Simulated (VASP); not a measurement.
# CdO (Monteponite) (Fm-3m) in VASP: notebook, part 2 of 2

VASP 6.6.1. Earlier steps stand in the parts before.

## Step 3: Single point, PBE

This run uses another cell than the first one, of 12.45 Å³/atom, 1.021 times its volume.

The input, INCAR:

```
SYSTEM = CdO
ALGO     = Normal         ! electronic algorithm
EDIFF    = 1E-6           ! SCF threshold, eV
ENCUT    = 600            ! plane-wave cutoff, eV
GGA      = PE             ! functional
GGA_COMPAT= .False.      
ISIF     = 2              ! what is computed and relaxed
ISMEAR   = -1             ! smearing method
LASPH    = .True.         ! aspherical terms in the spheres
LCHARG   = .False.        ! write CHGCAR
LREAL    = .False.        ! projectors in reciprocal space
LWAVE    = .False.        ! write WAVECAR
NBANDS   = 16             ! bands
NELM     = 120            ! most SCF steps
PREC     = Accurate       ! precision mode
SIGMA    = 0.05           ! smearing width, eV
```

The input, KPOINTS:

```
k-points
0
Gamma
  6 6 6
  0 0 0
```

The input, POSCAR:

```
CdO
1.0
    0.0000000000      2.3177461075      2.3177461075
    2.3177461075      0.0000000000      2.3177461075
    2.3177461075      2.3177461075      0.0000000000
Cd O
1 1
Direct
    0.0000000000      0.0000000000      0.0000000000
    0.5000000000      0.5000000000      0.5000000000
```

Potentials or basis: VASP PAW PBE potentials, release 64 (Cd, O).

Run with:

```bash
$ cat potpaw_PBE.64/Cd/POTCAR potpaw_PBE.64/O/POTCAR > POTCAR
$ mpirun -np 1 vasp_std > vasp.out
```

OUTCAR:

```text
SYSTEM = CdO
   EDIFF = 1E-6
   ENCUT = 600
   GGA = PE
   ISIF = 2
   ISMEAR = -1
   LASPH = .True.
   LREAL = .False.
   NELM = 120
   PREC = Accurate

 ion  position               nearest neighbor table
   1  0.000  0.000  0.000-   2 2.32   2 2.32   2 2.32   2 2.32   2 2.32   2 2.32
   2  0.500  0.500  0.500-   1 2.32   1 2.32   1 2.32   1 2.32   1 2.32   1 2.32

  LATTYP: Found a face centered cubic cell.
 ALAT       =     4.6354922150

  Lattice vectors:

 A1 = (   0.0000000000,   2.3177461075,   2.3177461075)
 A2 = (   2.3177461075,   0.0000000000,   2.3177461075)
 A3 = (   2.3177461075,   2.3177461075,   0.0000000000)

Analysis of symmetry for initial positions (statically):
=====================================================================
 Subroutine PRICEL returns:
 Original cell was already a primitive cell.

 Routine SETGRP: Setting up the symmetry group for a
 face centered cubic supercell.

 Subroutine GETGRP returns: Found 48 space group operations
 (whereof 48 operations were pure point group operations)
 out of a pool of 48 trial point group operations.

The static configuration has the point symmetry O_h .

Analysis of symmetry for dynamics (positions and initial velocities):
=====================================================================
 Subroutine PRICEL returns:
 Original cell was already a primitive cell.

 Routine SETGRP: Setting up the symmetry group for a
 face centered cubic supercell.

 Subroutine GETGRP returns: Found 48 space group operations
 (whereof 48 operations were pure point group operations)
 out of a pool of 48 trial point group operations.

The dynamic configuration has the point symmetry O_h .

 Subroutine INISYM returns: Found 48 space group operations
 (whereof 48 operations are pure point group operations),
 and found     1 'primitive' translations

----------------------------------------------------------------------------------------

[... 102 lines left out ...]
     AMIX     =   0.40;   BMIX     =  1.00
     AMIX_MAG =   1.60;   BMIX_MAG =  1.00
  volume/ion in A,a.u.               =      12.45        84.02
  Fermi-wavevector in a.u.,A,eV,Ry     =   1.469230  2.776442 29.370039  2.158637
  Thomas-Fermi vector in A             =   2.584632
   LORBIT       =      0    0 simple, 1 ext, 2 COOP (PROOUT), +10 PAW based schemes
   GGA     = PE    functional components
   LHFCALC =     F    Hartree Fock is set to
   AEXX    =    0.0000 exact exchange contribution
   IVDW    =     0    specifies the selected vdW correction
   LEPSILON=     F    determine dielectric tensor
   LRPA    =     F    only Hartree local field effects (RPA)
 non-spin polarized calculation
  energy-cutoff  :      600.00
  volume of cell :       24.90
 maximum number of plane-waves:       869
 NGX is ok and might be reduce to    28
   NGX = 13   NGY = 13   NGZ = 13

 number of electron      18.0000002 magnetization

 Free energy of the ion-electron system (eV)
  ---------------------------------------------------
  ext. energy  EPLUGINS =         0.00000000
  ---------------------------------------------------
  free energy    TOTEN  =        -7.62650961 eV

  energy without entropy =       -7.62460590  energy(sigma->0) =       -7.62555776

 E-fermi :   2.5577     XC(G=0): -11.9321

 val. band max:        2.4357444743   @ k =   0.5000   0.0000   0.0000
 cond. band min:       4.0360505066   @ k =   0.1667   0.0000   0.0000
 fundamental gap:      1.6003060323
 Fermi energy:         2.5577070876

 k-point     1 :       0.0000    0.0000    0.0000
  band No.  band energies     occupation
      1     -15.2503      2.00000
      2      -4.3551      2.00000
      3      -4.3551      2.00000
      4      -4.3551      2.00000
      5      -4.0211      2.00000
      6      -4.0211      2.00000
[... 281 lines left out ...]
      3      -4.3945      2.00000
      4      -4.2100      2.00000
      5      -3.5896      2.00000
      6      -3.3350      2.00000
[... 8 lines left out ...]
     15      24.0567      0.00000
     16      27.6482      0.00000

------------------------ aborting loop because EDIFF is reached ----------------------------------------

  FORCE on cell =-STRESS in cart. coord.  units (eV):
  Direction    XX          YY          ZZ          XY          YZ          ZX
  --------------------------------------------------------------------------------------
  -------------------------------------------------------------------------------------
  Total        2.2801800      2.2801800      2.2801800     -0.0000000      0.0000000     -0.0000000
  in kB      146.7074378    146.7074378    146.7074378     -0.0000000      0.0000000     -0.0000000
  external PRESSURE =     146.7074378 kB  Pullay stress =       0.0000000 kB

 VOLUME and BASIS-vectors are now :
 -----------------------------------------------------------------------------
  energy-cutoff  :      600.00
  volume of cell :       24.90
      direct lattice vectors                 reciprocal lattice vectors
     0.000000000  2.317746108  2.317746108    -0.215726821  0.215726821  0.215726821
     2.317746108  0.000000000  2.317746108     0.215726821 -0.215726821  0.215726821
     2.317746108  2.317746108  0.000000000     0.215726821  0.215726821 -0.215726821

 POSITION                                       TOTAL-FORCE (eV/Angst)
 -----------------------------------------------------------------------------------
      0.00000      0.00000      0.00000        -0.000000     -0.000000     -0.000000
      2.31775      2.31775      2.31775         0.000000      0.000000      0.000000
 -----------------------------------------------------------------------------------
    total drift:                                0.000000      0.000000      0.000000

  FREE ENERGIE OF THE ION-ELECTRON SYSTEM (eV)
  ---------------------------------------------------
  free  energy   TOTEN  =        -7.6265096112 eV

  energy  without entropy=       -7.6246058997  energy(sigma->0) =       -7.62555776
```

Wall time 16 s (1 thread of Intel Xeon 8259CL, shared host); peak memory 0.16 GiB.

Results:

| Property | Result |
| --- | --- |
| Free energy | -7.6265 eV |
| Pressure | 14.7 GPa |
| Band gap on the k mesh | zero (band 9 reaches 2.44 eV, above the bottom of band 10 at 2.09 eV) |

Caveat: the k points lie up to 0.39 Å⁻¹ apart.

## Step 4: Single point, PBE

This run uses another cell than the first one, of 12.71 Å³/atom, 1.043 times its volume.

The input, INCAR:

```
PREC = Accurate ; ENCUT = 600
EDIFF = 1E-6 ; ISMEAR = -1
SIGMA = 0.05 ; LREAL = False
LASPH = True ; NELM = 120
ALGO = Normal ; ISIF = 2
LWAVE = False ; LCHARG = True
GGA = PE ; LELF = True
LVHAR = True ; NBANDS = 16
GGA_COMPAT = False
```

The input, KPOINTS:

```
regular mesh
0
Gamma
  6 6 6
```

The input, POSCAR:

```
CdO
1.0
    0.0000000000      2.3337310685      2.3337310685
    2.3337310685      0.0000000000      2.3337310685
    2.3337310685      2.3337310685      0.0000000000
Cd O
1 1
Direct
    0.0000000000      0.0000000000      0.0000000000
    0.5000000000      0.5000000000      0.5000000000
```

Potentials or basis: VASP PAW PBE potentials, release 64 (Cd, O).

Run with:

```bash
$ cat potpaw_PBE.64/Cd/POTCAR potpaw_PBE.64/O/POTCAR > POTCAR
$ mpirun -np 1 vasp_std > vasp.out
```

OUTCAR:

```text
PREC = Accurate
   ENCUT = 600
   EDIFF = 1E-6
   ISMEAR = -1
   LREAL = False
   LASPH = True
   NELM = 120
   ISIF = 2
   GGA = PE

 ion  position               nearest neighbor table
   1  0.000  0.000  0.000-   2 2.33   2 2.33   2 2.33   2 2.33   2 2.33   2 2.33
   2  0.500  0.500  0.500-   1 2.33   1 2.33   1 2.33   1 2.33   1 2.33   1 2.33

  LATTYP: Found a face centered cubic cell.
 ALAT       =     4.6674621370

  Lattice vectors:

[... 479 lines left out ...]

------------------------ aborting loop because EDIFF is reached ----------------------------------------

  FORCE on cell =-STRESS in cart. coord.  units (eV):
  Direction    XX          YY          ZZ          XY          YZ          ZX
  --------------------------------------------------------------------------------------
  -------------------------------------------------------------------------------------
  Total        1.7189505      1.7189505      1.7189505     -0.0000000      0.0000000     -0.0000000
  in kB      108.3406750    108.3406750    108.3406750     -0.0000000      0.0000000     -0.0000000
  external PRESSURE =     108.3406750 kB  Pullay stress =       0.0000000 kB

 VOLUME and BASIS-vectors are now :
 -----------------------------------------------------------------------------
  energy-cutoff  :      600.00
  volume of cell :       25.42
      direct lattice vectors                 reciprocal lattice vectors
     0.000000000  2.333731069  2.333731069    -0.214249194  0.214249194  0.214249194
     2.333731069  0.000000000  2.333731069     0.214249194 -0.214249194  0.214249194
     2.333731069  2.333731069  0.000000000     0.214249194  0.214249194 -0.214249194

 POSITION                                       TOTAL-FORCE (eV/Angst)
 -----------------------------------------------------------------------------------
      0.00000      0.00000      0.00000         0.000000      0.000000      0.000000
      2.33373      2.33373      2.33373        -0.000000     -0.000000     -0.000000
 -----------------------------------------------------------------------------------
    total drift:                                0.000000      0.000000      0.000000

  FREE ENERGIE OF THE ION-ELECTRON SYSTEM (eV)
  ---------------------------------------------------
  free  energy   TOTEN  =        -7.6688652093 eV

  energy  without entropy=       -7.6669473423  energy(sigma->0) =       -7.66790628
```

stdout:

```text
POSCAR found type information on POSCAR CdO
 POSCAR found :  2 types and       2 ions
 scaLAPACK will be used
 LDA part: xc-table for (Slater+PW92), standard interpolation
 POSCAR, INCAR and KPOINTS ok, starting setup
 FFT: planning ... GRIDC
 FFT: planning ... GRID_SOFT
 FFT: planning ... GRID
 WAVECAR not read
 entering main loop
```

Run time: 21 s. Hardware: 1 thread of Intel Xeon 8259CL, shared host; peak memory 0.16 GiB.

What came out:

```yaml
Free_energy: -7.6689 eV
Pressure: 10.8 GPa
Band_gap_on_the_k_mesh: zero (band 9 reaches 2.23 eV, above the bottom of band 10 at 1.84 eV)
```

Caveat: the k points lie up to 0.39 Å⁻¹ apart.

## Step 5: Single point, PBE

This run uses another cell than the first one, of 12.97 Å³/atom, 1.064 times its volume.

The input, INCAR:

```
PREC = Accurate
ENCUT = 600
EDIFF = 1E-6
ISMEAR = -1
SIGMA = 0.05
LREAL = False
LASPH = True
NELM = 120
ALGO = Normal
ISIF = 2
LWAVE = False
LCHARG = False
GGA = PE
NBANDS = 16
GGA_COMPAT = False
```

KPOINTS is that of step 4.

The input, POSCAR:

```
CdO
1.0
    0.0000000000      2.3495000000      2.3495000000
    2.3495000000      0.0000000000      2.3495000000
    2.3495000000      2.3495000000      0.0000000000
Cd O
1 1
Direct
    0.0000000000      0.0000000000      0.0000000000
    0.5000000000      0.5000000000      0.5000000000
```

Run with:

```bash
$ cat potpaw_PBE.64/Cd/POTCAR potpaw_PBE.64/O/POTCAR > POTCAR
$ mpirun -np 1 vasp_std > vasp.out
```

It took 16 s on 1 thread of Intel Xeon 8259CL, shared host; peak memory 0.16 GiB.

It converged, with:

```yaml
Free_energy: -7.6992 eV
Pressure: 7.4 GPa
Band_gap_on_the_k_mesh: zero (band 9 reaches 2.03 eV, above the bottom of band 10 at 1.61 eV)
```

Levels at points of the mesh, in eV from the Fermi level:
```csv
k point,band 6,band 7,band 8,band 9,band 10,band 11,band 12,band 13
"(0.00, 0.00, 0.00)",-6.52,-1.45,-1.45,-1.45,-0.55,14.87,16.91,16.91
"(0.50, 0.00, 0.00)",-6.27,-3.93,-0.12,-0.12,4.33,7.19,11.84,11.84
"(0.50, 0.50, 0.00)",-5.82,-4.45,-2.43,-2.43,3.77,8.44,11.10,13.24
```

Caveat: the k points lie up to 0.39 Å⁻¹ apart.

## Step 6: Single point, PBE

This run uses another cell than the first one, of 13.23 Å³/atom, 1.085 times its volume.

The input, INCAR:

```
ALGO = Normal
EDIFF = 1E-6
ENCUT = 600
GGA = PE
GGA_COMPAT = F
ISIF = 2
ISMEAR = -1
LASPH = T
LCHARG = F
LREAL = F
LWAVE = F
NBANDS = 16
NELM = 120
PREC = Accurate
SIGMA = 0.05
```

The input, KPOINTS:

```
k-points
0
Gamma
  6 6 6
```

The input, POSCAR:

```
CdO
1.0
    0.0000000000      2.3650600561      2.3650600561
    2.3650600561      0.0000000000      2.3650600561
    2.3650600561      2.3650600561      0.0000000000
Cd O
1 1
Direct
    0.0000000000      0.0000000000      0.0000000000
    0.5000000000      0.5000000000      0.5000000000
```

Potentials or basis: VASP PAW PBE potentials, release 64 (Cd, O).

Run with:

```bash
$ cat potpaw_PBE.64/Cd/POTCAR potpaw_PBE.64/O/POTCAR > POTCAR
$ mpirun -np 1 vasp_std > vasp.out
```

Run time: 17 s. Hardware: 1 thread of Intel Xeon 8259CL, shared host; peak memory 0.16 GiB.

The run converged. Its results:

| Property | Result |
| --- | --- |
| Free energy | -7.7194 eV |
| Pressure | 4.3 GPa |
| Band gap on the k mesh | zero (band 9 reaches 1.85 eV, above the bottom of band 10 at 1.39 eV) |

Levels at points of the mesh, in eV from the Fermi level:
```csv
k point,band 6,band 7,band 8,band 9,band 10,band 11,band 12,band 13
"(0.00, 0.00, 0.00)",-6.50,-1.38,-1.38,-1.38,-0.59,14.84,16.78,16.78
"(0.50, 0.00, 0.00)",-6.27,-3.88,-0.13,-0.13,4.32,7.05,11.74,11.74
"(0.50, 0.50, 0.00)",-5.85,-4.31,-2.33,-2.33,3.69,8.35,11.03,13.07
```

Caveat: the k points lie up to 0.38 Å⁻¹ apart.

## Step 7: Overview

| cell | gap on the mesh (eV) | pressure (GPa) |
| --- | --- | --- |
| a = 3.255 Å, angles 60.0°, 2 atoms | none | 19.0 |
| a = 3.278 Å, angles 60.0°, 2 atoms | none | 14.7 |
| a = 3.300 Å, angles 60.0°, 2 atoms | none | 10.8 |
| a = 3.323 Å, angles 60.0°, 2 atoms | none | 7.4 |
| a = 3.345 Å, angles 60.0°, 2 atoms | none | 4.3 |

Alike in all rows: task single point; level PBE; potentials or basis VASP PAW PBE potentials, release 64 (Cd, O); no spin polarisation; k mesh 6 × 6 × 6; cutoff (eV) 600; smearing fermi-dirac 0.05 eV.

Caveats: all runs use coarse meshes.

Absolute energies hang on the potentials; compare differences alone.
